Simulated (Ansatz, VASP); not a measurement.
Two plane-wave programs on W

```xyz
3
Lattice="4.6871 0.0000 0.0000 -2.3436 4.0592 0.0000 0.0000 0.0000 2.5654" Properties=species:S:1:pos:R:3 pbc="T T T"
W     0.0000    0.0000    0.0000
W     0.0000    2.7061    1.2827
W     2.3436    1.3531    1.2827
```

Alike in both runs: functional r2SCAN; k mesh 6 × 6 × 6; occupations gaussian, width 0.1 eV; no spin polarisation.

Ansatz relaxed the structure, and its values are those at the end. VASP's run is a single point on that final structure, the one shown.

```csv
,VASP,Ansatz
version,VASP 6.6.1,Ansatz 0.2.0
potentials or method,"VASP PAW PBE potentials, release 64 (W_sv), cutoff 520 eV","scalar-relativistic, plane waves, PAW"
valence electrons in the cell,42,42
```

```tsv
	VASP	Ansatz	Ansatz less VASP
gap on the k mesh at the Fermi level (eV)	none	none	-
pressure (GPa)	1.6	0.2	-1.36
```

VASP's potentials were made for PBE, not for r2SCAN. A gap of «none» marks a metal or a gap that the smearing closes. With one functional, cell and mesh, what is left measures potentials, basis and numerics.

The k mesh is coarse, so the values compare programs but aren't converged. Neither program's run includes spin-orbit coupling.
